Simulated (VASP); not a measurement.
# LiCl in VASP: further runs

LiCl is run at these levels: PBE; tasks: single point, relaxation of cell and atoms.

Program: VASP 6.6.1. These are calculated values, not measurements. Logs are shortened: lines on timing, memory, paths and dates and some standing lists are left out, and cuts for length are marked.

**1. The cell of the first run**

The typed cell holds 8 atoms: a = 4.037 Å, b = 4.040 Å, c = 16.172 Å, α = 88.57°, β = 87.14°, γ = 60.03°.

**2. Single point, PBE**

File INCAR:

```
SYSTEM = LiCl
  PREC = Accurate
  ENCUT = 520
  EDIFF = 1E-6
  ISMEAR = 0
  SIGMA = 0.1
  LREAL = .FALSE.
  LASPH = .TRUE.
  NELM = 60
  ALGO = Normal
  ISIF = 2
  LWAVE = .FALSE.
  LCHARG = .FALSE.
  GGA = PE
  NBANDS = 30
```

File KPOINTS:

```
Automatic mesh
0
G
  6 6 1
  0 0 0
```

File POSCAR:

```
LiCl
1.0
    4.0374965980      0.0000000000      0.0000000000
    2.0178947194      3.4994210577      0.0000000000
    0.8064101659      0.0021901346     16.1521083505
Li Cl
4 4
Direct
    0.9913253371      0.1656115716      0.8092651898
    0.3152153222      0.1677557554      0.3228658547
    0.0086746629      0.8343884284      0.1907348102
    0.6847846778      0.8322442446      0.6771341453
    0.3462256278      0.1679422876      0.1691877386
    0.0217929754      0.1656524133      0.6553877259
    0.6537743722      0.8320577124      0.8308122614
    0.9782070246      0.8343475867      0.3446122741
```

Potentials or basis: VASP PAW PBE potentials, release 64 (Li_sv, Cl).

Run with:

```console
> cat potpaw_PBE.64/Li_sv/POTCAR potpaw_PBE.64/Cl/POTCAR > POTCAR
> mpirun -np 1 vasp_std > vasp.out
```

OUTCAR:

```text
SYSTEM = LiCl
   PREC = Accurate
   ENCUT = 520
   EDIFF = 1E-6
   ISMEAR = 0
   LREAL = .FALSE.
   LASPH = .TRUE.
   NELM = 60
   ISIF = 2
   GGA = PE

 ion  position               nearest neighbor table
   1  0.991  0.166  0.809-   7 2.36   7 2.36   7 2.36   6 2.49
   2  0.315  0.168  0.323-   8 2.36   8 2.36   8 2.36   5 2.48
   3  0.009  0.834  0.191-   5 2.36   5 2.36   5 2.36   8 2.49
   4  0.685  0.832  0.677-   6 2.36   6 2.36   6 2.36   7 2.48
   5  0.346  0.168  0.169-   3 2.36   3 2.36   3 2.36   2 2.48
   6  0.022  0.166  0.655-   4 2.36   4 2.36   4 2.36   1 2.49
   7  0.654  0.832  0.831-   1 2.36   1 2.36   1 2.36   4 2.48
   8  0.978  0.834  0.345-   2 2.36   2 2.36   2 2.36   3 2.49

  Warning from LATTYP: Got some problem with cell dimensions!
  Tried to take original basis but could not verify dimensions!
  LATTYP: Found a triclinic cell.
 ALAT       =     6.9953119798
 B/A-ratio  =     0.5775851804
 C/A-ratio  =     3.1213489887
 COS(alpha) =     0.0180005337
 COS(beta)  =     0.3518442387
 COS(gamma) =     0.8660864426

  Lattice vectors:

 A1 = (  -6.0570984766,   3.4994210577,   0.0000000000)
 A2 = (  -2.0196018786,   3.4994210577,   0.0000000000)
 A3 = ( -12.9171928007,  -7.0010322500, -16.1521083505)

Analysis of symmetry for initial positions (statically):
=====================================================================
 Subroutine PRICEL returns:
 Original cell was already a primitive cell.

 Routine SETGRP: Setting up the symmetry group for a
 triclinic supercell.

 Subroutine GETGRP returns: Found  2 space group operations
 (whereof  2 operations were pure point group operations)
 out of a pool of  2 trial point group operations.

The static configuration has the point symmetry S_2 .

Analysis of symmetry for dynamics (positions and initial velocities):
=====================================================================
 Subroutine PRICEL returns:
 Original cell was already a primitive cell.

 Routine SETGRP: Setting up the symmetry group for a
 triclinic supercell.

 Subroutine GETGRP returns: Found  2 space group operations
 (whereof  2 operations were pure point group operations)
 out of a pool of  2 trial point group operations.

The dynamic configuration has the point symmetry S_2 .

 Subroutine INISYM returns: Found  2 space group operations
 (whereof  2 operations are pure point group operations),
 and found     1 'primitive' translations

----------------------------------------------------------------------------------------

                                     Primitive cell

  volume of cell :     228.2115

  direct lattice vectors                    reciprocal lattice vectors
     4.037496598  0.000000000  0.000000000     0.247678227 -0.142820363 -0.012346218
     2.017894719  3.499421058  0.000000000     0.000000000  0.285761554 -0.000038748
     0.806410166  0.002190135 16.152108351     0.000000000  0.000000000  0.061911422

  length of vectors
     4.037496598  4.039535473 16.172226387     0.286172307  0.285761557  0.061911422

  position of ions in fractional coordinates (direct lattice)
     0.991325337  0.165611572  0.809265190
     0.315215322  0.167755755  0.322865855
     0.008674663  0.834388428  0.190734810
     0.684784678  0.832244245  0.677134145
     0.346225628  0.167942288  0.169187739
     0.021792975  0.165652413  0.655387726
     0.653774372  0.832057712  0.830812261
     0.978207025  0.834347587  0.344612274

  ion indices of the primitive-cell ions
   primitive index   ion index
                 1           1
                 2           2
                 3           3
                 4           4
                 5           5
                 6           6
                 7           7
                 8           8

----------------------------------------------------------------------------------------

 KPOINTS: Automatic mesh

Automatic generation of k-mesh.
 Grid dimensions read from file:
 generate k-points for:    6    6    1

 Generating k-lattice:

  Cartesian coordinates                     Fractional coordinates (reciprocal lattice)
     0.041279705 -0.023803394 -0.002057703     0.166666667  0.000000000  0.000000000
     0.000000000  0.047626926 -0.000006458     0.000000000  0.166666667  0.000000000
     0.000000000  0.000000000  0.061911422     0.000000000  0.000000000  1.000000000

  Length of vectors
     0.047695385  0.047626926  0.061911422

  Shift w.r.t. Gamma in fractional coordinates (k-lattice)
     0.000000000  0.000000000  0.000000000

 Subroutine IBZKPT returns following result:
 ===========================================

 Found     20 irreducible k-points:

 Following reciprocal coordinates:
            Coordinates               Weight
  0.000000  0.000000  0.000000      1.000000
  0.166667  0.000000  0.000000      2.000000
  0.333333  0.000000  0.000000      2.000000
  0.500000 -0.000000  0.000000      1.000000
  0.000000  0.166667  0.000000      2.000000
  0.166667  0.166667  0.000000      2.000000
[... 12 lines left out ...]
  0.333333  0.500000  0.000000      2.000000
  0.500000  0.500000  0.000000      1.000000
   k-points           NKPTS =     20   k-points in BZ     NKDIM =     20   number of bands    NBANDS=     30
   number of dos      NEDOS =    301   number of ions     NIONS =      8
   total plane-waves  NPLWV = 108000
   dimension x,y,z NGX =    30 NGY =   30 NGZ =  120
   dimension x,y,z NGXF=    60 NGYF=   60 NGZF=  240
   ions per type =               4   4
   NGX,Y,Z   is equivalent  to a cutoff of  12.35, 12.35, 12.34 a.u.
   NGXF,Y,Z  is equivalent  to a cutoff of  24.71, 24.69, 24.67 a.u.
 SYSTEM =  LiCl
   PREC   = accura    normal or accurate (medium, high low for compatibility)
   ISTART =      0    job   : 0-new  1-cont  2-samecut
   ICHARG =      2    charge: 1-file 2-atom 10-const
   ISPIN  =      1    spin polarized calculation?
   LNONCOLLINEAR =      F non collinear calculations
   LSORBIT =      F    spin-orbit coupling
   LASPH  =      T    aspherical Exc in radial PAW
   ENCUT  =  520.0 eV  38.22 Ry    6.18 a.u.   7.51  7.51 30.07*2*pi/ulx,y,z
   NELM   =     60;   NELMIN=  2; NELMDL= -5     # of ELM steps
   EDIFF  = 0.1E-05   stopping-criterion for ELM
   LREAL  =      F    real-space projection
   EDIFFG = 0.1E-04   stopping-criterion for IOM
   NSW    =      0    number of steps for IOM
   IBRION =     -1    ionic relax: 0-MD 1-quasi-New 2-CG
   NFREE  =      0    steps in history (QN), initial steepest desc. (CG)
   ISIF   =      2    stress and relaxation
   ISYM   =      2    0-nonsym 1-usesym 2-fastsym
   POTIM  = 0.5000    time-step for ionic-motion
   TEBEG  =    0.0;   TEEND  =   0.0 temperature during run
   PSTRESS=    0.0 pullay stress
   NELECT =      40.0000    total number of electrons
   NUPDOWN=      -1.0000    fix difference up-down
   EMIN   =  10.00;   EMAX   =-10.00  energy-range for DOS
   EFERMI =   0.00;   METHOD = LEGACY
   ISMEAR =     0;   SIGMA  =   0.10  broadening in eV -4-tet -1-fermi 0-gaus
   EFERMI_NEDOS =   21; number of points for ismear=-14 and -15
   IALGO  =     38    algorithm
   IMIX   =      4    mixing-type and parameters
     AMIX     =   0.40;   BMIX     =  1.00
     AMIX_MAG =   1.60;   BMIX_MAG =  1.00
  volume/ion in A,a.u.               =      28.53       192.51
  Fermi-wavevector in a.u.,A,eV,Ry     =   0.916183  1.731335 11.420615  0.839392
  Thomas-Fermi vector in A             =   2.041010
   LORBIT       =      0    0 simple, 1 ext, 2 COOP (PROOUT), +10 PAW based schemes
   GGA     = PE    functional components
   LHFCALC =     F    Hartree Fock is set to
   AEXX    =    0.0000 exact exchange contribution
   IVDW    =     0    specifies the selected vdW correction
   LEPSILON=     F    determine dielectric tensor
   LRPA    =     F    only Hartree local field effects (RPA)
 non-spin polarized calculation
 Gauss-broadening in eV      SIGMA  =   0.10
  energy-cutoff  :      520.00
  volume of cell :      228.21
 maximum number of plane-waves:      6192
   NGX = 15   NGY = 15   NGZ = 61

 number of electron      40.0000010 magnetization

 Free energy of the ion-electron system (eV)
  ---------------------------------------------------
  ext. energy  EPLUGINS =         0.00000000
  ---------------------------------------------------
  free energy    TOTEN  =       -29.44628844 eV

  energy without entropy =      -29.44628844  energy(sigma->0) =      -29.44628844

 E-fermi :  -2.5067     XC(G=0):  -6.1761

 val. band max:       -2.9876689868   @ k =   0.1667   0.0000   0.0000
 cond. band min:       2.8147411090   @ k =   0.0000   0.0000   0.0000
 fundamental gap:      5.8024100958
 Fermi energy:        -2.5066758687

 k-point     1 :       0.0000    0.0000    0.0000
  band No.  band energies     occupation
      1     -45.9718      2.00000
      2     -45.9718      2.00000
      3     -45.9604      2.00000
      4     -45.9604      2.00000
      5     -15.6123      2.00000
      6     -15.6104      2.00000
[... 22 lines left out ...]
     29       6.6648      0.00000
     30       6.6674      0.00000

 k-point     2 :       0.1667    0.0000    0.0000
  band No.  band energies     occupation
      1     -45.9714      2.00000
      2     -45.9714      2.00000
      3     -45.9605      2.00000
      4     -45.9605      2.00000
      5     -15.5695      2.00000
      6     -15.5678      2.00000
[... 22 lines left out ...]
     29       7.2127      0.00000
     30       7.2844      0.00000

 k-point     3 :       0.3333    0.0000    0.0000
  band No.  band energies     occupation
      1     -45.9705      2.00000
      2     -45.9705      2.00000
      3     -45.9608      2.00000
      4     -45.9608      2.00000
      5     -15.4712      2.00000
      6     -15.4699      2.00000
[... 550 lines left out ...]
     29       7.1207      0.00000
     30       7.2230      0.00000

 k-point    20 :       0.5000    0.5000    0.0000
  band No.  band energies     occupation
      1     -45.9700      2.00000
      2     -45.9700      2.00000
      3     -45.9609      2.00000
      4     -45.9609      2.00000
      5     -15.4051      2.00000
      6     -15.4050      2.00000
[... 22 lines left out ...]
     29       7.4103      0.00000
     30       7.7642      0.00000

------------------------ aborting loop because EDIFF is reached ----------------------------------------

  FORCE on cell =-STRESS in cart. coord.  units (eV):
  Direction    XX          YY          ZZ          XY          YZ          ZX
  --------------------------------------------------------------------------------------
  -------------------------------------------------------------------------------------
  Total       -0.0130533     -0.0249904     -0.1480344      0.0178166     -0.0036453      0.0004907
  in kB       -0.0916417     -0.1754469     -1.0392872      0.1250828     -0.0255922      0.0034450
  external PRESSURE =      -0.4354586 kB  Pullay stress =       0.0000000 kB

 VOLUME and BASIS-vectors are now :
 -----------------------------------------------------------------------------
  energy-cutoff  :      520.00
  volume of cell :      228.21
      direct lattice vectors                 reciprocal lattice vectors
     4.037496598  0.000000000  0.000000000     0.247678227 -0.142820363 -0.012346218
     2.017894719  3.499421058  0.000000000     0.000000000  0.285761554 -0.000038748
     0.806410166  0.002190135 16.152108351     0.000000000  0.000000000  0.061911422

 POSITION                                       TOTAL-FORCE (eV/Angst)
 -----------------------------------------------------------------------------------
      4.98926      0.58132     13.07134        -0.000004      0.000413     -0.004783
      1.87156      0.58776      5.21496         0.006892      0.001497      0.005124
      1.87254      2.92029      3.08077         0.000004     -0.000413      0.004783
      4.99024      2.91386     10.93714        -0.006892     -0.001497     -0.005124
      1.87321      0.58807      2.73274        -0.000045      0.000481     -0.004085
      0.95077      0.58112     10.58589         0.008024      0.001727      0.002173
      4.98859      2.91354     13.41937         0.000045     -0.000481      0.004085
      5.91103      2.92049      5.56621        -0.008024     -0.001727     -0.002173
 -----------------------------------------------------------------------------------
    total drift:                               -0.000000     -0.000000     -0.000000

  FREE ENERGIE OF THE ION-ELECTRON SYSTEM (eV)
  ---------------------------------------------------
  free  energy   TOTEN  =       -29.4462884363 eV

  energy  without entropy=      -29.4462884363  energy(sigma->0) =      -29.44628844
```

Wall time 90 s (1 thread of Intel Xeon 6975P-C (Granite Rapids), shared host); peak memory 0.35 GiB.

What came out:

```yaml
Free_energy: -29.4463 eV
Largest_force: 0.009 eV/Å
Band_gap_on_the_k_mesh: 5.80 eV (least direct gap 5.87 eV)
```

Forces on the atoms (eV/Å):
```
Li   0.000  0.000 -0.005
Li   0.007  0.001  0.005
Li   0.000  0.000  0.005
Li  -0.007 -0.001 -0.005
Cl   0.000  0.000 -0.004
Cl   0.008  0.002  0.002
Cl   0.000  0.000  0.004
Cl  -0.008 -0.002 -0.002
```

Levels at points of the mesh, in eV from the valence-band top:
| k point | band 16 | band 17 | band 18 | band 19 | band 20 | band 21 | band 22 | band 23 | band 24 | band 25 |
| --- | --- | --- | --- | --- | --- | --- | --- | --- | --- | --- |
| (0.00, 0.00, 0.00) | -0.21 | -0.21 | -0.21 | -0.17 | -0.07 | 5.80 | 6.60 | 6.68 | 7.99 | 8.74 |
| (0.50, 0.00, 0.00) | -0.65 | -0.47 | -0.47 | -0.23 | -0.22 | 7.18 | 7.29 | 8.37 | 8.50 | 8.77 |
| (0.00, 0.50, 0.00) | -0.64 | -0.47 | -0.47 | -0.23 | -0.22 | 7.14 | 7.35 | 8.25 | 8.42 | 8.91 |
| (0.50, 0.50, 0.00) | -0.65 | -0.47 | -0.47 | -0.23 | -0.22 | 7.19 | 7.28 | 8.38 | 8.42 | 8.73 |

Caveat: the cutoff is under 1.25 times the usual one of these potentials, so pressure, stress and relaxed cells hold a basis-set (Pulay) error. A k mesh can miss the band edges.

(Part 1 of 2 ends here.)
